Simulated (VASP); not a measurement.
CuI: relaxation of volume and atoms at fixed shape with PBEsol

Crystal: CuI.

```
Cu I
1.0
     5.26391    0.00000    0.00000
     0.03123    5.26381    0.00000
     0.00000    0.00000    4.30700
Cu I
2 2
Direct
  0.42044 0.57956 0.75000
  0.57956 0.42044 0.25000
  0.77004 0.22996 0.75000
  0.22996 0.77004 0.25000
```

```yaml
Program: VASP 6.6.1
Task: relaxation of volume and atoms at fixed shape
Functional: PBEsol
Potentials_or_basis: VASP PAW PBE potentials, release 64 (Cu, I)
Cutoff: 600 eV
k_mesh: 3 × 3 × 4
Occupations: gaussian, width 0.01 eV
Spin: no spin polarisation
Dipole_correction: no
Further_INCAR_settings: ALGO = Normal; EDIFF = 1e-06; IBRION = 2; EDIFFG = -0.05; NSW = 80; ISIF = 8
```

* Relaxed volume: 28.80 Å³/atom
* Relaxed cell: a = 5.202 Å, b = 5.202 Å, c = 4.257 Å, α = 90.00°, β = 90.00°, γ = 89.66°
* Space group after relaxing (to 0.1 Å): Cmcm (No. 63)
* Energy gained by relaxing: 3.7 meV/atom
* Ionic steps: 11
* Pressure after relaxing: -0.2 GPa
* Largest force after relaxing: 0.012 eV/Å
* Band gap on the k mesh: 0.91 eV

Forces on the atoms (eV/Å):
```
Cu   0.004 -0.004  0.000
Cu  -0.004  0.004  0.000
I    0.008 -0.008  0.000
I   -0.008  0.008  0.000
```

Stress tensor (GPa, compression positive):
```
-0.41  0.04  0.00
 0.04 -0.41  0.00
 0.00  0.00  0.14
```

Step by step:
```
step  energy change (eV)  largest force (eV/Å)  pressure (GPa)  volume (Å³)
   1              0.0000                0.1476           -1.09       119.34
   2             -0.0100                0.1693           -0.85       115.87
   3              0.0506                0.7662            3.04       110.49
   4             -0.0064                0.2682            0.71       114.88
   5             -0.0087                0.2141            0.42       115.41
   6             -0.0093                0.1953            0.50       115.60
   7             -0.0097                0.1817            0.41       115.74
   8             -0.0113                0.0351           -0.38       117.00
   9             -0.0118                0.0644           -0.19       116.54
  10             -0.0129                0.0509           -0.16       116.21
  11             -0.0150                0.0119           -0.23       115.20
```

Final structure:
```
Cu I
1.0
     5.20231    0.00000    0.00000
     0.03086    5.20221    0.00000
     0.00000    0.00000    4.25660
Cu I
2 2
Direct
  0.41817 0.58183 0.75000
  0.58183 0.41817 0.25000
  0.77216 0.22784 0.75000
  0.22784 0.77216 0.25000
```

Levels at points of the mesh, in eV from the valence-band top:
```csv
k point,band 16,band 17,band 18,band 19,band 20,band 21
"(0.00, 0.00, 0.00)",-1.59,-1.01,0.00,0.91,1.50,2.36
"(0.00, 0.00, 0.50)",-1.97,-1.70,-1.70,3.67,3.67,3.68
```

It took 5.7 min on 1 thread of Intel(R) Xeon(R) Platinum 8375C CPU @ 2.90GHz (Ice Lake), with other jobs on the host, peak memory 0.27 GiB.

Caveat: the PAW data sets were made with another functional, which shifts forces and pressure a little; spin-orbit coupling is left out, which moves the levels of the heavy elements.
